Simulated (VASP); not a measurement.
# Li2Pt (P-1) in VASP: a series of runs, part 2 of 2

VASP 6.6.1. The steps go on from the part before.

**3. Electric field gradients, LDA (equal xy, yz and zx shear strains of +1 %)**

INCAR reads:

```
ALGO = Normal ; EDIFF = 1E-8
ENCUT = 520 ; ISIF = 2
ISMEAR = -1 ; LASPH = True
LCHARG = False ; LEFG = True
LREAL = False ; LWAVE = False
NBANDS = 15 ; NELM = 80
PREC = Accurate ; SIGMA = 0.03
```

KPOINTS reads:

```
k-points
0
Gamma
  9 9 12
```

POSCAR reads:

```
Li2Pt
1.0
    4.1859989866      0.0209299949      0.0209299949
   -2.0748735860      3.6147164652      0.0076609098
    0.0133050000      0.0133050000      2.6610000000
Li Pt
2 1
Direct
    0.3333333333      0.6666666667      0.5000000000
    0.6666666667      0.3333333333      0.5000000000
    0.0000000000      0.0000000000      0.0000000000
```

Potentials or basis: VASP PAW LDA potentials, release 64 (Li_sv, Pt).

On the command line:

```console
$ cat potpaw_LDA.64/Li_sv/POTCAR potpaw_LDA.64/Pt/POTCAR > POTCAR
$ mpirun -np 1 vasp_std > vasp.out
```

OUTCAR:

```text
EDIFF = 1E-8
   ENCUT = 520
   ISIF = 2
   ISMEAR = -1
   LASPH = True
   LREAL = False
   NELM = 80
   PREC = Accurate

 ion  position               nearest neighbor table
   1  0.333  0.667  0.500-   2 2.41   2 2.42   2 2.43   3 2.75   3 2.75   3 2.75   3 2.75   3 2.77
                             3 2.78
   2  0.667  0.333  0.500-   1 2.41   1 2.42   1 2.43   3 2.75   3 2.75   3 2.75   3 2.75   3 2.77
                             3 2.78
   3  0.000  0.000  0.000-   2 2.75   1 2.75   1 2.75   2 2.75   2 2.75   1 2.75   1 2.75   2 2.75
                             2 2.77   1 2.77   2 2.78   1 2.78

  LATTYP: Found a triclinic cell.
 ALAT       =     4.2042351361
 B/A-ratio  =     0.9913558883
 C/A-ratio  =     0.6329490235
[... 661 lines left out ...]
 ion       V_xx      V_yy      V_zz      V_xy      V_xz      V_yz
---------------------------------------------------------------------
   1      -0.131    -0.135     0.266    -0.029     0.011     0.011
   2      -0.131    -0.135     0.266    -0.029     0.011     0.011
   3     155.278   155.086  -310.363    -0.995    -3.127    -3.123
---------------------------------------------------------------------

 Electric field gradients after diagonalization (V/A^2)
 (convention: |V_zz| > |V_xx| > |V_yy|)
----------------------------------------------------------------------
 ion       V_xx      V_yy      V_zz     asymmetry (V_yy - V_xx)/ V_zz
----------------------------------------------------------------------
   1      -0.163    -0.104     0.267       0.219
   2      -0.163    -0.104     0.267       0.219
   3     156.181   154.224  -310.405       0.006
----------------------------------------------------------------------

           NMR quadrupolar parameters

 Cq : quadrupolar parameter    Cq=e*Q*V_zz/h
 eta: asymmetry parameters     (V_yy - V_xx)/ V_zz
 Q  : nuclear electric quadrupole moment in mb (millibarn)
----------------------------------------------------------------------
 ion       Cq(MHz)       eta       Q (mb)
----------------------------------------------------------------------
   1       0.001       0.219       1.000
   2       0.001       0.219       1.000
   3      -0.751       0.006       1.000
----------------------------------------------------------------------
```

OSZICAR:

```text
N       E                     dE             d eps       ncg     rms          rms(c)
DAV:   1     0.732740020343E+02    0.73274E+02   -0.71733E+03 14858   0.110E+03
DAV:   2    -0.627177580024E+01   -0.79546E+02   -0.72338E+02 17725   0.239E+02
DAV:   3    -0.137888216014E+02   -0.75170E+01   -0.73377E+01 27866   0.476E+01
DAV:   4    -0.138976425828E+02   -0.10882E+00   -0.10854E+00 16202   0.824E+00
DAV:   5    -0.138991543048E+02   -0.15117E-02   -0.15116E-02 21117   0.777E-01    0.765E+00
DAV:   6    -0.133932360072E+02    0.50592E+00   -0.28652E+00 15996   0.144E+01    0.292E+00
DAV:   7    -0.131616539098E+02    0.23158E+00   -0.36877E-01 15772   0.542E+00    0.971E-01
DAV:   8    -0.131459613844E+02    0.15693E-01   -0.21579E-02 19876   0.103E+00    0.492E-01
DAV:   9    -0.131427398350E+02    0.32215E-02   -0.83303E-03 19176   0.737E-01    0.915E-02
DAV:  10    -0.131427676447E+02   -0.27810E-04   -0.14535E-04 19184   0.960E-02    0.211E-02
DAV:  11    -0.131427694192E+02   -0.17746E-05   -0.69942E-06 21232   0.209E-02    0.268E-03
DAV:  12    -0.131427693199E+02    0.99281E-07   -0.24292E-07 18911   0.407E-03    0.839E-04
DAV:  13    -0.131427693207E+02   -0.78262E-09   -0.12237E-08 17002   0.868E-04
   1 F= -.13142769E+02 E0= -.13140798E+02  d E =-.394352E-02
```

stdout:

```text
POSCAR found type information on POSCAR LiPt
 POSCAR found :  2 types and       3 ions
 scaLAPACK will be used
 LDA part: xc-table for (Slater(with rela. corr.)+CA(PZ))
 , standard interpolation
 POSCAR, INCAR and KPOINTS ok, starting setup
 FFT: planning ... GRIDC
 FFT: planning ... GRID_SOFT
 FFT: planning ... GRID
 WAVECAR not read
 entering main loop
ion   1
     0.0000222    -0.0121093    -0.0168943    -0.3947151    -0.0168848    -0.0001974
     0.0000306    -0.0121093    -0.0168943    -0.3947151    -0.0168848    -0.0001974
     0.0000422    -0.0121093    -0.0168943    -0.3947151    -0.0168848    -0.0001974
     0.0000581    -0.0121093    -0.0168943    -0.3947151    -0.0168848    -0.0001974

     0.0000222    -0.0135594    -0.0189174    -0.4419833    -0.0189068    -0.0002211
     0.0000306    -0.0135594    -0.0189174    -0.4419832    -0.0189068    -0.0002211
     0.0000422    -0.0135594    -0.0189174    -0.4419832    -0.0189068    -0.0002211
     0.0000581    -0.0135594    -0.0189174    -0.4419832    -0.0189068    -0.0002211
[... 12 lines left out ...]
ion   3
     0.0000674    -0.1016965    -0.0724866    -5.4223589    -0.0725506    -0.0001675
     0.0000928    -0.1016965    -0.0724866    -5.4223588    -0.0725506    -0.0001675
     0.0001278    -0.1016965    -0.0724866    -5.4223587    -0.0725506    -0.0001675
     0.0001760    -0.1016965    -0.0724866    -5.4223585    -0.0725506    -0.0001675

     0.0000674     0.8862240     2.8239428   245.2369291     2.8276402    -0.0870442
     0.0000928     0.8836524     2.8204226   244.9699275     2.8241167    -0.0869893
     0.0001278     0.8796852     2.8149926   244.5607275     2.8186815    -0.0869052
     0.0001760     0.8735918     2.8066525   243.9362647     2.8103337    -0.0867773
```

Run time: 3.9 min. Hardware: 1 thread of Intel Xeon 8259CL, shared host; peak memory 0.37 GiB.

What came out:

| Item | Value |
| --- | --- |
| Free energy | -13.1428 eV |
| Largest force | 0.022 eV/Å |
| Band gap on the k mesh | zero (bands 8 and 9 overlap by 1.84 eV) |
| Largest electric field gradient by atom | Li +0.3; Pt -310.4 V/Å² |

Forces on the atoms (eV/Å):
```
Li  -0.022  0.000  0.000
Li   0.022  0.000  0.000
Pt   0.000  0.000  0.000
```

Levels at points of the mesh, in eV from the Fermi level:
| k point | band 5 | band 6 | band 7 | band 8 | band 9 | band 10 | band 11 | band 12 |
| --- | --- | --- | --- | --- | --- | --- | --- | --- |
| (0.00, 0.00, 0.00) | -3.32 | -3.29 | -0.65 | -0.64 | 3.78 | 3.87 | 6.36 | 6.37 |
| (0.00, 0.00, 0.50) | -3.76 | -2.15 | -2.13 | 0.57 | 2.84 | 6.43 | 6.49 | 7.26 |

Electric field gradients, principal values (V/Å²):
```tsv
atom	least	middle	greatest (by size)
1 Li	-0.104	-0.163	0.267
2 Li	-0.104	-0.163	0.267
3 Pt	154.224	156.181	-310.405
```

Caveat: the cell differs from its parent crystal (equal xy, yz and zx shear strains of +1 %); without QUAD_EFG the Cq values of the log hold for a quadrupole moment of 1 mb, not for the nuclei; spin-orbit coupling is left out, which moves the levels of the heavy elements.
